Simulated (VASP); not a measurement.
# Ta (P6_3/mmc) in VASP: further runs

The runs below take Ta through single point, with PBEsol.

All numbers are computed with VASP 6.6.1; they aren't measurements. Logs are shortened: lines on timing, memory, paths and dates and some standing lists are left out, and cuts for length are marked.

## 1. The cell of the first run

Symmetry: P6_3/mmc, No. 194, hexagonal system. Conventional cell: a = 2.755 Å, b = 2.755 Å, c = 5.724 Å, α = 90.00°, β = 90.00°, γ = 120.00°. Ta (site symmetry -6m2) has 12 Ta at 2.76 to 3.27 Å within 3.6 Å.

This isn't the form of Ta at room conditions, which is bcc.

## 2. Single point, PBEsol

INCAR reads:

```
  ALGO = Normal
  EDIFF = 1E-6
  ENCUT = 520
  GGA = PS
  ISIF = 2
  ISMEAR = 1
  LASPH = T
  LCHARG = F
  LREAL = F
  LWAVE = F
  NBANDS = 18
  NELM = 100
  PREC = Accurate
  SIGMA = 0.15
```

KPOINTS reads:

```
k-points
0
Gamma
  14 14 7
```

POSCAR reads:

```
Ta
1.0
    2.7553534665      0.0000000000      0.0000000000
   -1.3776767380      2.3862061050      0.0000000000
    0.0000000000      0.0000000000      5.7244033241
Ta
2
Direct
    0.6666666667      0.3333333333      0.7500000000
    0.3333333333      0.6666666667      0.2500000000
```

Potentials or basis: VASP PAW PBE potentials, release 64 (Ta_pv).

The run is started by

```sh
> cat potpaw_PBE.64/Ta_pv/POTCAR > POTCAR
> mpirun -np 1 vasp_std > vasp.out
```

OUTCAR:

```text
EDIFF = 1E-6
   ENCUT = 520
   GGA = PS
   ISIF = 2
   ISMEAR = 1
   LASPH = T
   LREAL = F
   NELM = 100
   PREC = Accurate

 ion  position               nearest neighbor table
   1  0.667  0.333  0.750-   2 3.27   2 3.27   2 3.27   2 3.27   2 3.27   2 3.27
   2  0.333  0.667  0.250-   1 3.27   1 3.27   1 3.27   1 3.27   1 3.27   1 3.27

  LATTYP: Found a hexagonal cell.
 ALAT       =     2.7553534665
 C/A-ratio  =     2.0775567976

  Lattice vectors:

 A1 = (   2.7553534665,   0.0000000000,   0.0000000000)
 A2 = (  -1.3776767380,   2.3862061050,   0.0000000000)
 A3 = (   0.0000000000,   0.0000000000,   5.7244033241)

Analysis of symmetry for initial positions (statically):
=====================================================================
 Subroutine PRICEL returns:
 Original cell was already a primitive cell.

 Routine SETGRP: Setting up the symmetry group for a
 hexagonal supercell.

 Subroutine GETGRP returns: Found 24 space group operations
 (whereof 12 operations were pure point group operations)
 out of a pool of 24 trial point group operations.

The static configuration has the point symmetry D_3d.
 The point group associated with its full space group is D_6h.

Analysis of symmetry for dynamics (positions and initial velocities):
=====================================================================
 Subroutine PRICEL returns:
 Original cell was already a primitive cell.

 Routine SETGRP: Setting up the symmetry group for a
 hexagonal supercell.

 Subroutine GETGRP returns: Found 24 space group operations
 (whereof 12 operations were pure point group operations)
 out of a pool of 24 trial point group operations.

The dynamic configuration has the point symmetry D_3d.
 The point group associated with its full space group is D_6h.

 Subroutine INISYM returns: Found 24 space group operations
 (whereof 12 operations are pure point group operations),
 and found     1 'primitive' translations

----------------------------------------------------------------------------------------

                                     Primitive cell

  volume of cell :      37.6370

  direct lattice vectors                    reciprocal lattice vectors
     2.755353466  0.000000000  0.000000000     0.362929843  0.209537642  0.000000000
    -1.377676738  2.386206105  0.000000000     0.000000000  0.419075284  0.000000000
     0.000000000  0.000000000  5.724403324     0.000000000  0.000000000  0.174690696

  length of vectors
     2.755353466  2.755353475  5.724403324     0.419075285  0.419075284  0.174690696

  position of ions in fractional coordinates (direct lattice)
     0.666666667  0.333333333  0.750000000
     0.333333333  0.666666667  0.250000000

  ion indices of the primitive-cell ions
   primitive index   ion index
                 1           1
                 2           2

----------------------------------------------------------------------------------------

 KPOINTS: k-points

Automatic generation of k-mesh.
 Grid dimensions read from file:
 generate k-points for:   14   14    7

 Generating k-lattice:

  Cartesian coordinates                     Fractional coordinates (reciprocal lattice)
     0.025923560  0.014966974  0.000000000     0.071428571  0.000000000  0.000000000
     0.000000000  0.029933949  0.000000000     0.000000000  0.071428571  0.000000000
     0.000000000  0.000000000  0.024955814     0.000000000  0.000000000  0.142857143

  Length of vectors
     0.029933949  0.029933949  0.024955814

  Shift w.r.t. Gamma in fractional coordinates (k-lattice)
     0.000000000  0.000000000  0.000000000

 Subroutine IBZKPT returns following result:
 ===========================================

 Found     96 irreducible k-points:

 Following reciprocal coordinates:
            Coordinates               Weight
  0.000000  0.000000  0.000000      1.000000
  0.071429  0.000000  0.000000      6.000000
  0.142857  0.000000  0.000000      6.000000
  0.214286  0.000000  0.000000      6.000000
  0.285714  0.000000  0.000000      6.000000
  0.357143  0.000000  0.000000      6.000000
[... 16 lines left out ...]
  0.285714  0.285714  0.000000      6.000000
  0.357143  0.285714  0.000000      6.000000
 [... further k-points ...]
   k-points           NKPTS =     96   k-points in BZ     NKDIM =     96   number of bands    NBANDS=     18
   number of dos      NEDOS =    301   number of ions     NIONS =      2
   total plane-waves  NPLWV =  19200
   dimension x,y,z NGX =    20 NGY =   20 NGZ =   48
   dimension x,y,z NGXF=    40 NGYF=   40 NGZF=   96
   ions per type =               2
   NGX,Y,Z   is equivalent  to a cutoff of  12.07, 12.07, 13.94 a.u.
   NGXF,Y,Z  is equivalent  to a cutoff of  24.13, 24.13, 27.88 a.u.
 SYSTEM =  unknown system
   PREC   = accura    normal or accurate (medium, high low for compatibility)
   ISTART =      0    job   : 0-new  1-cont  2-samecut
   ICHARG =      2    charge: 1-file 2-atom 10-const
   ISPIN  =      1    spin polarized calculation?
   LNONCOLLINEAR =      F non collinear calculations
   LSORBIT =      F    spin-orbit coupling
   LASPH  =      T    aspherical Exc in radial PAW
   ENCUT  =  520.0 eV  38.22 Ry    6.18 a.u.   5.12  5.12 10.64*2*pi/ulx,y,z
   NELM   =    100;   NELMIN=  2; NELMDL= -5     # of ELM steps
   EDIFF  = 0.1E-05   stopping-criterion for ELM
   LREAL  =      F    real-space projection
   EDIFFG = 0.1E-04   stopping-criterion for IOM
   NSW    =      0    number of steps for IOM
   IBRION =     -1    ionic relax: 0-MD 1-quasi-New 2-CG
   NFREE  =      0    steps in history (QN), initial steepest desc. (CG)
   ISIF   =      2    stress and relaxation
   ISYM   =      2    0-nonsym 1-usesym 2-fastsym
   POTIM  = 0.5000    time-step for ionic-motion
   TEBEG  =    0.0;   TEEND  =   0.0 temperature during run
   PSTRESS=    0.0 pullay stress
   NELECT =      22.0000    total number of electrons
   NUPDOWN=      -1.0000    fix difference up-down
   EMIN   =  10.00;   EMAX   =-10.00  energy-range for DOS
   EFERMI =   0.00;   METHOD = LEGACY
   ISMEAR =     1;   SIGMA  =   0.15  broadening in eV -4-tet -1-fermi 0-gaus
   EFERMI_NEDOS =   21; number of points for ismear=-14 and -15
   IALGO  =     38    algorithm
   IMIX   =      4    mixing-type and parameters
     AMIX     =   0.40;   BMIX     =  1.00
     AMIX_MAG =   1.60;   BMIX_MAG =  1.00
  volume/ion in A,a.u.               =      18.82       126.99
  Fermi-wavevector in a.u.,A,eV,Ry     =   1.368812  2.586680 25.492516  1.873647
  Thomas-Fermi vector in A             =   2.494743
   LORBIT       =      0    0 simple, 1 ext, 2 COOP (PROOUT), +10 PAW based schemes
   GGA     = PS    functional components
   LHFCALC =     F    Hartree Fock is set to
   AEXX    =    0.0000 exact exchange contribution
   IVDW    =     0    specifies the selected vdW correction
   LEPSILON=     F    determine dielectric tensor
   LRPA    =     F    only Hartree local field effects (RPA)
 non-spin polarized calculation
 Methfessel and Paxton  Order N= 1 SIGMA  =   0.15
  energy-cutoff  :      520.00
  volume of cell :       37.64
 maximum number of plane-waves:      1029
   NGX = 11   NGY = 11   NGZ = 21

 number of electron      22.0000002 magnetization

 Free energy of the ion-electron system (eV)
  ---------------------------------------------------
  ext. energy  EPLUGINS =         0.00000000
  ---------------------------------------------------
  free energy    TOTEN  =       -24.07614445 eV

  energy without entropy =      -24.07277598  energy(sigma->0) =      -24.07502163

 E-fermi :   5.3804     XC(G=0): -12.4361

 val. band max:        5.3724737996   @ k =   0.4286   0.1429   0.2857
 cond. band min:       5.3966713946   @ k =   0.1429   0.0000   0.4286
 fundamental gap:      0.0241975949
 Fermi energy:         5.3804121656

 k-point     1 :       0.0000    0.0000    0.0000
  band No.  band energies     occupation
      1     -29.0434      2.00000
      2     -28.5551      2.00000
      3     -27.8725      2.00000
      4     -27.8725      2.00000
      5     -27.8433      2.00000
      6     -27.8433      2.00000
[... 10 lines left out ...]
     17      10.8517      0.00000
     18      10.8517      0.00000

 k-point     2 :       0.0714    0.0000    0.0000
  band No.  band energies     occupation
      1     -29.0257      2.00000
      2     -28.5483      2.00000
      3     -27.9593      2.00000
      4     -27.9309      2.00000
      5     -27.8928      2.00000
      6     -27.8613      2.00000
[... 10 lines left out ...]
     17      10.8704      0.00000
     18      11.0907      0.00000

 k-point     3 :       0.1429    0.0000    0.0000
  band No.  band energies     occupation
      1     -28.9751      2.00000
      2     -28.5299      2.00000
      3     -28.1983      2.00000
      4     -28.1701      2.00000
      5     -27.9487      2.00000
      6     -27.9117      2.00000
[... 10 lines left out ...]
     17      10.8603      0.00000
     18      11.6172      0.00000

 k-point     4 :       0.2143    0.0000    0.0000
  band No.  band energies     occupation
      1     -28.8991      2.00000
      2     -28.5333      2.00000
      3     -28.5053      2.00000
      4     -28.5013      2.00000
      5     -28.0280      2.00000
      6     -27.9843      2.00000
[... 375 lines left out ...]
      4     -28.6037      2.00000
      5     -28.5751      2.00000
      6     -28.4781      2.00000
[... 10 lines left out ...]
     17      14.4841      0.00000
     18      15.0602      0.00000

 k-point    23 :       0.2857    0.2857    0.0000
  band No.  band energies     occupation
      1     -29.1739      2.00000
      2     -29.1371      2.00000
      3     -28.7658      2.00000
      4     -28.7243      2.00000
      5     -28.5675      2.00000
      6     -28.4801      2.00000
[... 10 lines left out ...]
     17      14.5849      0.00000
     18      14.6389      0.00000

 k-point    24 :       0.3571    0.2857    0.0000
  band No.  band energies     occupation
      1     -29.1270      2.00000
      2     -29.0799      2.00000
      3     -28.8837      2.00000
      4     -28.8349      2.00000
      5     -28.5348      2.00000
      6     -28.4968      2.00000
[... 10 lines left out ...]
     17      14.0892      0.00000
     18      14.2845      0.00000

 [... further k-points ...]
[... 5 lines left out ...]
  --------------------------------------------------------------------------------------
  -------------------------------------------------------------------------------------
  Total        2.2025673      2.2025673     -5.4920234     -0.0000000      0.0000000     -0.0000000
  in kB       93.7614406     93.7614411   -233.7908245     -0.0000002      0.0000000     -0.0000000
  external PRESSURE =     -15.4226476 kB  Pullay stress =       0.0000000 kB

 VOLUME and BASIS-vectors are now :
 -----------------------------------------------------------------------------
  energy-cutoff  :      520.00
  volume of cell :       37.64
      direct lattice vectors                 reciprocal lattice vectors
     2.755353466  0.000000000  0.000000000     0.362929843  0.209537642  0.000000000
    -1.377676738  2.386206105  0.000000000     0.000000000  0.419075284  0.000000000
     0.000000000  0.000000000  5.724403324     0.000000000  0.000000000  0.174690696

 POSITION                                       TOTAL-FORCE (eV/Angst)
 -----------------------------------------------------------------------------------
      1.37768      0.79540      4.29330        -0.000000     -0.000000      0.000000
     -0.00000      1.59080      1.43110         0.000000      0.000000      0.000000
 -----------------------------------------------------------------------------------
    total drift:                               -0.000000      0.000000     -0.000000

  FREE ENERGIE OF THE ION-ELECTRON SYSTEM (eV)
  ---------------------------------------------------
  free  energy   TOTEN  =       -24.0761444470 eV

  energy  without entropy=      -24.0727759839  energy(sigma->0) =      -24.07502163
```

Wall time 87 s (1 thread of Intel Xeon 8259CL, shared host); peak memory 0.19 GiB.

What came out:

```
Free energy            : -24.0761 eV
Pressure               : -1.5 GPa
Band gap on the k mesh : zero (bands 11 and 12 overlap by 2.16 eV)
```

Stress tensor (GPa, compression positive):
```
  9.38   0.00   0.00
  0.00   9.38   0.00
  0.00   0.00 -23.38
```

Caveat: the PAW data sets were made with another functional, which shifts forces and pressure a little; spin-orbit coupling is left out, which moves the levels of the heavy elements.

## 3. Single point, PBEsol

This run uses another cell than the first one, of the same volume but with other edges.

INCAR reads:

```
SYSTEM = Ta
  PREC = Accurate
  ENCUT = 520
  EDIFF = 1E-7
  ISMEAR = 1
  SIGMA = 0.15
  LREAL = .False.
  LASPH = .True.
  NELM = 80
  ALGO = Normal
  ISIF = 2
  LWAVE = .False.
  LCHARG = .False.
  GGA = PS
  NBANDS = 18
```

KPOINTS reads:

```
Automatic mesh
0
Gamma
  14 14 7
  0 0 0
```

POSCAR reads:

```
Ta
1.0
    2.8278627682      0.0000000000      0.0000000000
   -1.4139313890      2.4490010025      0.0000000000
    0.0000000000      0.0000000000      5.4346077581
Ta
2
Direct
    0.6666666667      0.3333333333      0.7500000000
    0.3333333333      0.6666666667      0.2500000000
```

Potentials or basis: VASP PAW PBE potentials, release 64 (Ta_pv).

The run is started by

```sh
> cat potpaw_PBE.64/Ta_pv/POTCAR > POTCAR
> mpirun -np 1 vasp_std > vasp.out
```

Run time: 1.7 min. Hardware: 1 thread of Intel Xeon 8259CL, shared host; peak memory 0.2 GiB.

It converged, with:

| Quantity | Value |
| --- | --- |
| Free energy | -24.3802 eV |
| Pressure | -5.0 GPa |
| Band gap on the k mesh | zero (bands 11 and 12 overlap by 1.86 eV) |

Stress tensor (GPa, compression positive):
```
  0.66   0.00   0.00
  0.00   0.66   0.00
  0.00   0.00 -16.26
```

Levels at points of the mesh, in eV from the Fermi level:
```
           k point  band 7  band 8  band 9  band 10  band 11  band 12  band 13  band 14  band 15  band 16
(0.00, 0.00, 0.00)   -8.11   -5.11   -1.25    -0.62     0.75     0.75     1.15     1.15     3.64     3.64
(0.50, 0.00, 0.00)   -4.05   -3.91   -3.37    -0.78    -0.06     0.24     1.49     5.23     6.79     6.82
```

Caveat: the cell stands under tension; the PAW data sets were made with another functional, which shifts forces and pressure a little; spin-orbit coupling is left out, which moves the levels of the heavy elements.

(Continued in part 2 of 2.)
